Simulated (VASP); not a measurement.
Ni: single point with r2SCAN

Crystal: Ni.

```
Ni
1.0
     2.42458    0.00000    0.00000
     0.00000    2.42458    0.00000
     0.00000    0.00000    3.43363
Ni
2
Direct
  0.00000 0.00000 0.00000
  0.50000 0.50000 0.50000
```

- Program: VASP 6.6.1
- Task: single point
- Functional: r2SCAN
- Potentials or basis: VASP PAW PBE potentials, release 64 (Ni)
- Cutoff: 660 eV
- k mesh: 21 × 21 × 15
- Occupations: fermi-dirac, width 0.05 eV
- Spin: collinear spin, ferromagnetic start
- Starting moments: [-0.805, -0.805] μB

```json
{"Pressure": "10.1 GPa", "Net moment": "-1.41 μB per cell", "Site moments": "Ni -0.72 μB", "Valence electrons inside the program's atomic spheres": "Ni 9.49"}
```

Stress tensor (GPa, compression positive):
```
10.22  0.00  0.00
 0.00 10.22  0.00
 0.00  0.00  9.98
```

Levels at points of the mesh, in eV from the Fermi level:
Spin up:
```
           k point  band 6  band 7  band 8  band 9  band 10  band 11  band 12  band 13  band 14  band 15
(0.00, 0.00, 0.00)   -1.83   -0.97   -0.96   -0.13     0.57     0.57     2.28    10.37    16.25    16.25
```
Spin down:
```
           k point  band 9  band 10  band 11  band 12  band 13  band 14
(0.00, 0.00, 0.00)   -0.91    -0.91    -0.91     2.52    10.03    16.19
```

Run time: 26 min on 1 thread of Intel Xeon 8259CL, with other jobs on the host, peak memory 0.5 GiB.

Caveat: the cell stands under pressure; the PAW data sets were made with another functional, which shifts forces and pressure a little.
